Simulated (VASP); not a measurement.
Al: single point with PBE+D3(BJ)

The system is Al.

```xyz
1
Lattice="0.0000 2.0602 2.0602 2.0602 0.0000 2.0602 2.0602 2.0602 0.0000" Properties=species:S:1:pos:R:3 pbc="T T T"
Al    0.0000    0.0000    0.0000
```

```json
{
  "Program": "VASP 6.6.1",
  "Task": "single point",
  "Functional": "PBE",
  "Dispersion": "D3(BJ)",
  "Potentials or basis": "VASP PAW PBE potentials, release 64 (Al)",
  "Cutoff": "520 eV",
  "k mesh": "12 × 12 × 12",
  "Occupations": "methfessel-paxton, width 0.15 eV",
  "Spin": "no spin polarisation"
}
```

The pressure is -7.0 GPa and the dispersion energy per atom is -0.317 eV.

Levels at points of the mesh, in eV from the Fermi level:
| k point | band 1 | band 2 | band 3 | band 4 |
| --- | --- | --- | --- | --- |
| (0.00, 0.00, 0.00) | -10.60 | 12.44 | 12.44 | 12.44 |
| (0.50, 0.00, 0.00) | -4.23 | -4.17 | 10.94 | 10.94 |
| (0.50, 0.50, 0.00) | -2.65 | -1.46 | 5.38 | 5.47 |

Wall time 5 s on 1 thread of Intel(R) Xeon(R) Platinum 8488C (Sapphire Rapids), on a shared host, peak memory 0.14 GiB.

Caveat: pairwise dispersion overbinds metals, which lowers pressure and volume.
